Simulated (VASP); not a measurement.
# Si48C47 (a cell with a defect) in VASP: single point with PBEsol

Aim: the single point of Si48C47 (a cell with a defect) with PBEsol.

Everything below comes from runs of VASP 6.6.1. Logs are shortened: lines on timing, memory, paths and dates and some standing lists are left out, and cuts for length are marked.

## Step 1: The cell of the first run

The cell holds a defect, 95 atoms: a = 9.234 Å, b = 10.663 Å, c = 10.076 Å, α = 90.00°, β = 90.00°, γ = 90.00°.

## Step 2: Single point, PBEsol, collinear spin

Contents of INCAR:

```
SYSTEM = Si48C47
PREC = Accurate ; ENCUT = 520
EDIFF = 1E-6 ; ISMEAR = -1
SIGMA = 0.05 ; LREAL = Auto
LASPH = .True. ; NELM = 200
ALGO = Normal ; ISIF = 2
LWAVE = .False. ; LCHARG = .True.
ISPIN = 2 ; MAGMOM = 0 0 0 0 0 0.25 0.25 0 0 0.25 0 0 0 0 0 0 0 0.25 0 0 0 0 0 0 0 0 0 0 0 0 0 0 0 0 0 0 0 0 0 0 0 0 0 0 0 0 0 0 0 0 0 0 0 0 0 0 0 0 0 0 0 0 0 0 0 0 0 0 0 0 0 0 0 0 0 0 0 0 0 0 0 0 0 0 0 0 0 0 0 0 0 0 0 0 0
LORBIT = 11 ; GGA = PS
LELF = .True. ; LVHAR = .True.
NELECT = 381.0 ; ISYM = -1
NBANDS = 247 ; GGA_COMPAT = .False.
KPAR = 1
```

Contents of KPOINTS:

```
explicit points
1
Reciprocal
  0.25000000   0.25000000   0.25000000 1
```

Contents of POSCAR:

```
Si48C47
1.0
    9.2342040000      0.0000000000      0.0000000000
    0.0000000000     10.6627400000      0.0000000000
    0.0000000000      0.0000000000     10.0759470000
Si C
48 47
Direct
    0.0008780000      0.9991070000      0.4999280000
    0.3384950000      0.0054000000      0.4998370000
    0.1720100000      0.2521270000      0.4994600000
    0.0001550000      0.5001730000      0.4992910000
    0.6682780000      0.9989040000      0.5000690000
    0.5225400000      0.2661000000      0.5044960000
    0.3380730000      0.5008420000      0.4929930000
    0.1658980000      0.7516830000      0.4992150000
    0.8378850000      0.2489590000      0.4994440000
    0.6552420000      0.4758810000      0.5043280000
    0.4987530000      0.7475420000      0.4992960000
    0.8291740000      0.7436050000      0.4997580000
    0.0010360000      0.1672000000      0.2505110000
    0.3360830000      0.1696380000      0.2516240000
    0.1651750000      0.4179820000      0.2488950000
    0.9985000000      0.6668410000      0.2497690000
    0.6669370000      0.1675170000      0.2506920000
    0.4925950000      0.4201120000      0.2540820000
    0.3309350000      0.6677140000      0.2484760000
    0.1667530000      0.9180580000      0.2502750000
    0.8311950000      0.4168850000      0.2506820000
    0.6639480000      0.6641460000      0.2515740000
    0.5001630000      0.9168950000      0.2503230000
    0.8326200000      0.9161890000      0.2505960000
    0.1673600000      0.0838450000      0.7496670000
    0.0011350000      0.3334800000      0.7497480000
    0.5007040000      0.0835430000      0.7506910000
    0.3351270000      0.3339240000      0.7494020000
    0.1666470000      0.5832910000      0.7475380000
    0.9990000000      0.8329530000      0.7494060000
    0.8337700000      0.0833140000      0.7501270000
    0.6679630000      0.3329640000      0.7530180000
    0.4998420000      0.5824410000      0.7494680000
    0.3331020000      0.8337690000      0.7493410000
    0.8326910000      0.5826740000      0.7501230000
    0.6659580000      0.8328410000      0.7498110000
    0.9997180000      0.0001570000      0.0000950000
    0.3335620000      0.0006350000      0.0007410000
    0.1674170000      0.2505940000      0.9999930000
    0.9992780000      0.5006460000      0.9994290000
    0.6664450000      0.0000070000      0.0003060000
    0.5004470000      0.2508610000      0.0008510000
    0.3315910000      0.5010560000      0.9980770000
    0.1653940000      0.7503490000      0.9991460000
    0.8340750000      0.2501300000      0.0009370000
    0.6653540000      0.4997500000      0.0008340000
    0.4992180000      0.7498690000      0.9998360000
    0.8320990000      0.7495530000      0.0004560000
    0.9995100000      0.0003790000      0.1877060000
    0.3335910000      0.0015050000      0.1886220000
    0.1675020000      0.2506080000      0.1873140000
    0.9978210000      0.5003880000      0.1866180000
    0.6667160000      0.0003760000      0.1874450000
    0.5007140000      0.2511580000      0.1872590000
    0.3283680000      0.5027410000      0.1826310000
    0.1646300000      0.7516090000      0.1867050000
    0.8341220000      0.2500970000      0.1877450000
    0.6647250000      0.4996770000      0.1873690000
    0.4989680000      0.7502280000      0.1871060000
    0.8311130000      0.7496560000      0.1882510000
    0.0003260000      0.9998010000      0.6874800000
    0.3342150000      0.0008420000      0.6871720000
    0.1681060000      0.2504840000      0.6871820000
    0.9997340000      0.4998780000      0.6866410000
    0.6671730000      0.9996110000      0.6876910000
    0.5021930000      0.2494060000      0.6914830000
    0.3334550000      0.5000540000      0.6855110000
    0.1660780000      0.7506750000      0.6865640000
    0.8345600000      0.2497450000      0.6876650000
    0.6670480000      0.4988410000      0.6911880000
    0.4992060000      0.7495710000      0.6870970000
    0.8321110000      0.7489560000      0.6870940000
    0.0050460000      0.1658350000      0.4385270000
    0.3449550000      0.1772590000      0.4393810000
    0.1665530000      0.4178970000      0.4365000000
    0.9993470000      0.6667800000      0.4377430000
    0.6733000000      0.1636730000      0.4377050000
    0.3303240000      0.6696200000      0.4359810000
    0.1696410000      0.9201120000      0.4382340000
    0.8353210000      0.4148670000      0.4377510000
    0.6596770000      0.6548650000      0.4391520000
    0.5016500000      0.9160270000      0.4383460000
    0.8333940000      0.9127020000      0.4386740000
    0.1666820000      0.0835780000      0.9380300000
    0.0004790000      0.3335920000      0.9379290000
    0.5001370000      0.0831020000      0.9386840000
    0.3336640000      0.3339150000      0.9376100000
    0.1648750000      0.5844410000      0.9355890000
    0.9985460000      0.8336290000      0.9376760000
    0.8332980000      0.0834680000      0.9382080000
    0.6678990000      0.3329940000      0.9400840000
    0.4991580000      0.5835590000      0.9375900000
    0.3325620000      0.8339110000      0.9378450000
    0.8326870000      0.5834880000      0.9380620000
    0.6659910000      0.8332930000      0.9378950000
```

Potentials or basis: VASP PAW PBE potentials, release 64 (Si, C).

On the command line:

```console
$ cat potpaw_PBE.64/Si/POTCAR potpaw_PBE.64/C/POTCAR > POTCAR
$ mpirun -np 4 vasp_std > vasp.out
```

OUTCAR:

```text
SYSTEM = Si48C47
   PREC = Accurate
   ENCUT = 520
   EDIFF = 1E-6
   ISMEAR = -1
   LREAL = Auto
   LASPH = .True.
   NELM = 200
   ISIF = 2
   ISPIN = 2
   LORBIT = 11
   GGA = PS
   NELECT = 381.0
   ISYM = -1

 ion  position               nearest neighbor table
   1  0.001  0.999  0.500-  79 1.88  73 1.88  61 1.89  83 1.90   8 3.05   9 3.06  20 3.07   5 3.07
                            30 3.08  24 3.08  25 3.08  13 3.09  31 3.09   2 3.12   3 3.13
   2  0.338  0.005  0.500-  82 1.89  62 1.89  79 1.91  74 1.93   5 3.05   3 3.05  14 3.05  27 3.05
                            23 3.07  25 3.09  34 3.11  20 3.12   1 3.12  11 3.12   8 3.14
   3  0.172  0.252  0.499-  75 1.88  74 1.89  63 1.89  73 1.90   2 3.05  14 3.05  28 3.06   7 3.06
                            15 3.08   4 3.08   9 3.09  25 3.09  26 3.10  13 3.10   1 3.13
   4  0.000  0.500  0.499-  80 1.88  75 1.88  76 1.88  64 1.89  12 3.04  29 3.07   9 3.07  15 3.07
                            16 3.08  21 3.08   3 3.08  26 3.09   8 3.09  35 3.09   7 3.12
   5  0.668  0.999  0.500-  77 1.87  82 1.88  83 1.88  65 1.89   2 3.05  24 3.07   1 3.07  36 3.08
                            31 3.08  23 3.08  17 3.09   9 3.09  27 3.10  12 3.10  11 3.10
   6  0.523  0.266  0.504-  77 1.89  66 1.90  74 2.00  10 2.55   9 2.92  32 2.93  18 3.02   7 3.03
                            17 3.07  28 3.10
   7  0.338  0.501  0.493-  78 1.89  75 1.90  67 1.94  18 2.93  10 2.94  11 3.02   6 3.03  19 3.04
                            15 3.06   3 3.06  33 3.11   8 3.11   4 3.12  28 3.14  29 3.14
   8  0.166  0.752  0.499-  78 1.86  68 1.89  76 1.89  79 1.90   1 3.05  20 3.07  11 3.07  30 3.08
                            29 3.08  34 3.08  19 3.08  16 3.09   4 3.09  12 3.11   7 3.11   2 3.14
   9  0.838  0.249  0.499-  80 1.88  77 1.88  73 1.88  69 1.90   6 2.92  10 2.95  13 3.05   1 3.06
                             4 3.07  26 3.07  21 3.08  31 3.08   3 3.09  17 3.09   5 3.09  32 3.13
  10  0.655  0.476  0.504-  70 1.90  80 1.91  81 2.02   6 2.55  32 2.94   7 2.94   9 2.95  18 2.99
                            33 3.07  21 3.09
  11  0.499  0.748  0.499-  78 1.88  81 1.88  71 1.89  82 1.90   7 3.02  12 3.05  22 3.06   8 3.07
                            33 3.07  19 3.08  34 3.09  23 3.09  36 3.10   5 3.10   2 3.12
  12  0.829  0.744  0.500-  76 1.88  72 1.89  83 1.91  81 1.93   4 3.04  22 3.05  35 3.05  11 3.05
                            16 3.08  36 3.09   5 3.10   8 3.11  24 3.11  30 3.11
  13  0.001  0.167  0.251-  57 1.89  51 1.89  49 1.89  73 1.89   9 3.05  20 3.07  15 3.07  45 3.08
                            17 3.09  39 3.09   1 3.09  37 3.09  21 3.09  14 3.09  24 3.10   3 3.10
  14  0.336  0.170  0.252-  54 1.87  51 1.89  74 1.90  50 1.90  18 3.04   3 3.05   2 3.05  17 3.06
                            42 3.07  15 3.08  23 3.09  13 3.09  39 3.10  38 3.10  20 3.11
  15  0.165  0.418  0.249-  55 1.88  52 1.89  51 1.89  75 1.89  18 3.02   7 3.06  16 3.07  19 3.07
                            40 3.07  13 3.07   4 3.07  39 3.08  14 3.08   3 3.08  21 3.08  43 3.09
  16  0.998  0.667  0.250-  60 1.88  52 1.89  56 1.89  76 1.89  15 3.07  24 3.07  19 3.07  48 3.07
                            12 3.08   4 3.08  21 3.08  40 3.08   8 3.09  44 3.09  22 3.09  20 3.10
  17  0.667  0.168  0.251-  77 1.89  54 1.89  57 1.89  53 1.89  14 3.06  21 3.06   6 3.07  42 3.08
                            45 3.08  23 3.08  13 3.09  24 3.09   9 3.09   5 3.09  41 3.09  18 3.14
  18  0.493  0.420  0.254-  55 1.90  58 1.92  54 1.92   7 2.93  10 2.99   6 3.02  15 3.02  19 3.03
                            14 3.04  22 3.05  43 3.10  42 3.13  46 3.13  21 3.13  17 3.14
  19  0.331  0.668  0.248-  55 1.88  56 1.88  59 1.89  78 1.89  18 3.03   7 3.04  16 3.07  20 3.07
                            44 3.07  15 3.07  47 3.08  22 3.08  23 3.08   8 3.08  11 3.08  43 3.09
  20  0.167  0.918  0.250-  50 1.88  49 1.88  56 1.89  79 1.89  13 3.07   1 3.07  19 3.07   8 3.07
                            38 3.08  23 3.08  37 3.08  24 3.09  16 3.10  44 3.10  14 3.11   2 3.12
  21  0.831  0.417  0.251-  58 1.88  80 1.89  57 1.89  52 1.89  22 3.06  17 3.06  46 3.08  16 3.08
[... 100 lines left out ...]
  94  0.833  0.583  0.938-  40 1.88  48 1.88  46 1.89  35 1.89
  95  0.666  0.833  0.938-  48 1.88  47 1.88  41 1.89  36 1.90

IMPORTANT INFORMATION: All symmetrisations will be switched off!
NOSYMM: (Re-)initialisation of all symmetry stuff for point group C_1.

----------------------------------------------------------------------------------------

                                     Primitive cell

  volume of cell :     992.0971

  direct lattice vectors                    reciprocal lattice vectors
     9.234204000  0.000000000  0.000000000     0.108293037  0.000000000  0.000000000
     0.000000000 10.662740000  0.000000000     0.000000000  0.093784524  0.000000000
[... 278 lines left out ...]

 val. band max:        9.7098766641   @ k =   0.2500   0.2500   0.2500
 cond. band min:      10.0695832685   @ k =   0.2500   0.2500   0.2500
 fundamental gap:      0.3597066044
 Fermi energy:         9.8897293232

 spin component 1

 k-point     1 :       0.2500    0.2500    0.2500
  band No.  band energies     occupation
      1      -7.1873      1.00000
      2      -6.6607      1.00000
      3      -6.5752      1.00000
      4      -6.4582      1.00000
      5      -6.0533      1.00000
      6      -5.9563      1.00000
[... 194 lines left out ...]
    201      11.6778      0.00000
    202      11.6900      0.00000
 Fermi energy:         9.8897293232

 spin component 2

 k-point     1 :       0.2500    0.2500    0.2500
  band No.  band energies     occupation
      1      -7.1802      1.00000
      2      -6.6541      1.00000
      3      -6.5662      1.00000
      4      -6.4506      1.00000
      5      -6.0443      1.00000
      6      -5.9499      1.00000
[... 194 lines left out ...]
    201      11.6943      0.00000
    202      11.7075      0.00000
 [bands above 202 left out]

------------------------ aborting loop because EDIFF is reached ----------------------------------------

  FORCE on cell =-STRESS in cart. coord.  units (eV):
  Direction    XX          YY          ZZ          XY          YZ          ZX
  --------------------------------------------------------------------------------------
  -------------------------------------------------------------------------------------
  Total        9.4888209      4.2957630     17.6909675     -6.8076219     -1.6343654      4.1705437
  in kB       15.3238775      6.9374001     28.5698532    -10.9939017     -2.6394022      6.7351783
  external PRESSURE =      16.9437103 kB  Pullay stress =       0.0000000 kB

 VOLUME and BASIS-vectors are now :
 -----------------------------------------------------------------------------
  energy-cutoff  :      520.00
  volume of cell :      992.10
      direct lattice vectors                 reciprocal lattice vectors
     9.234204000  0.000000000  0.000000000     0.108293037  0.000000000  0.000000000
     0.000000000 10.662740000  0.000000000     0.000000000  0.093784524  0.000000000
     0.000000000  0.000000000 10.075947000     0.000000000  0.000000000  0.099246254

 POSITION                                       TOTAL-FORCE (eV/Angst)
 -----------------------------------------------------------------------------------
      0.00811     10.65322      5.03725        -0.001091     -0.000502      0.003004
      3.12573      0.05758      5.03633        -0.000882      0.003424      0.003207
      1.58838      2.68836      5.03253        -0.000078     -0.000316      0.000333
      0.00143      5.33321      5.03083         0.003171      0.000554      0.000150
      6.17102     10.65105      5.03867        -0.003695      0.000645      0.004131
      4.82524      2.83736      5.08327        -0.021593     -0.001208      0.007733
[... 87 lines left out ...]
      7.68920      6.22158      9.45186        -0.003471      0.001480     -0.002125
      6.14990      8.88519      9.45018         0.001342      0.005404     -0.002071
 -----------------------------------------------------------------------------------
    total drift:                               -0.014215     -0.015263     -0.015759

  FREE ENERGIE OF THE ION-ELECTRON SYSTEM (eV)
  ---------------------------------------------------
  free  energy   TOTEN  =      -740.2076725699 eV

  energy  without entropy=     -740.1953537220  energy(sigma->0) =     -740.20151315

 total charge

# of ion       s       p       d       tot
------------------------------------------
    1        0.711   0.969   0.000   1.680
    2        0.708   0.949   0.000   1.657
    3        0.712   0.969   0.000   1.681
    4        0.713   0.973   0.000   1.685
    5        0.712   0.978   0.000   1.690
    6        0.721   0.887   0.000   1.607
[... 87 lines left out ...]
   94        0.835   1.703   0.000   2.538
   95        0.834   1.702   0.000   2.536
--------------------------------------------------
tot         73.394 126.122   0.000 199.516

 magnetization (x)

# of ion       s       p       d       tot
------------------------------------------
    1        0.000   0.000   0.000   0.000
    2        0.000   0.000   0.000   0.000
    3       -0.000   0.001   0.000   0.001
    4        0.001   0.004   0.000   0.005
    5        0.001   0.002   0.000   0.003
    6        0.003   0.004   0.000   0.007
[... 87 lines left out ...]
   94        0.001   0.004   0.000   0.005
   95       -0.000  -0.000   0.000  -0.000
--------------------------------------------------
tot          0.092   0.280   0.000   0.372
```

Wall time 6.2 min (4 MPI ranks of Intel Xeon Platinum 8259CL at 2.50GHz (Skylake/Cascade Lake), shared host); peak memory 0.49 GiB.

What came out:

```
Free energy                                           : -740.2077 eV
Largest force                                         : 0.023 eV/Å
Net moment                                            : 0.95 μB per cell
Site moments                                          : Si +0.00, +0.01, +0.11, -0.00, +0.07 (each value once); C +0.00, -0.00, +0.01, +0.03, +0.02 (each value once) μB
Valence electrons inside the program's atomic spheres : Si 1.68, 1.66, 1.69, 1.61, 1.64, 1.58 (each value once); C 2.53, 2.54, 2.52, 2.51, 2.47, 2.55 (each value once)
```

Forces on the atoms (eV/Å):
```
Si  -0.001 -0.001  0.003
Si  -0.001  0.003  0.003
Si   0.000  0.000  0.000
Si   0.003  0.001  0.000
Si  -0.004  0.001  0.004
Si  -0.022 -0.001  0.008
Si   0.005 -0.010 -0.004
Si   0.001 -0.001  0.003
Si   0.004 -0.006  0.003
Si  -0.014  0.003 -0.003
Si  -0.008  0.006  0.002
Si   0.000  0.000  0.001
Si   0.000  0.001 -0.003
Si  -0.006 -0.005  0.001
Si  -0.001  0.003  0.000
Si   0.000 -0.002 -0.002
Si   0.000 -0.001  0.000
Si  -0.004  0.010  0.009
Si   0.003 -0.002  0.000
Si  -0.002 -0.003 -0.002
Si   0.004 -0.002 -0.005
Si   0.001  0.007 -0.007
Si   0.001 -0.004 -0.001
Si   0.004  0.001 -0.003
Si  -0.003 -0.001  0.002
Si   0.004  0.000  0.001
Si   0.000  0.002  0.002
Si   0.004 -0.006  0.003
Si  -0.002  0.002 -0.001
Si  -0.001  0.003  0.001
Si   0.001 -0.002  0.003
Si  -0.002  0.003  0.003
Si   0.003  0.000  0.004
Si   0.002  0.001  0.001
Si   0.002 -0.004  0.001
Si  -0.002 -0.001  0.003
Si   0.000  0.002 -0.001
Si  -0.005  0.000  0.002
Si  -0.001 -0.002  0.002
Si  -0.003  0.000  0.002
Si   0.004  0.000  0.001
Si   0.002  0.006  0.001
Si   0.003  0.000  0.006
Si   0.001  0.002  0.002
Si  -0.001  0.001  0.003
Si   0.000  0.000 -0.001
Si   0.000 -0.001  0.003
Si   0.001  0.002  0.003
C    0.000  0.003  0.001
C   -0.001  0.006 -0.001
C   -0.005 -0.004  0.000
C   -0.006  0.001  0.001
C   -0.002  0.001  0.001
C    0.001 -0.001  0.002
C   -0.002  0.007 -0.006
C   -0.001 -0.001  0.005
C    0.006  0.000 -0.005
C    0.006  0.000  0.004
C   -0.001  0.003 -0.004
C    0.005 -0.004 -0.001
C   -0.001 -0.001 -0.001
C    0.003  0.000  0.006
C   -0.005 -0.001  0.003
C    0.000  0.000 -0.001
C   -0.001  0.005  0.000
C    0.000 -0.003  0.009
C    0.009 -0.002  0.001
C   -0.003  0.000  0.004
C    0.005  0.003 -0.005
C   -0.010 -0.002 -0.004
C    0.002 -0.001 -0.001
C    0.001 -0.001 -0.001
C    0.001  0.003  0.002
C    0.007  0.006 -0.018
C   -0.001 -0.004 -0.003
C   -0.001  0.007  0.001
C    0.009 -0.001 -0.003
C    0.005 -0.001  0.006
C   -0.003 -0.006 -0.003
C    0.007  0.006 -0.005
C    0.009 -0.008 -0.001
C    0.008 -0.002 -0.001
C    0.002  0.001 -0.004
C    0.001 -0.001  0.000
C    0.000 -0.004 -0.002
C   -0.001 -0.005 -0.004
C   -0.001  0.002 -0.002
C    0.003 -0.005 -0.003
C   -0.002 -0.004 -0.003
C   -0.003  0.000  0.001
C   -0.004 -0.002 -0.006
C   -0.003 -0.003 -0.003
C   -0.006  0.002 -0.003
C   -0.003  0.001 -0.002
C    0.001  0.005 -0.002
```

Caveat: the cell carries a net charge on a neutralising background, which shifts energy and pressure; the cell is charged against a uniform background, so pressure and absolute levels hang on convention; the PAW data sets were made with another functional, which shifts forces and pressure a little.
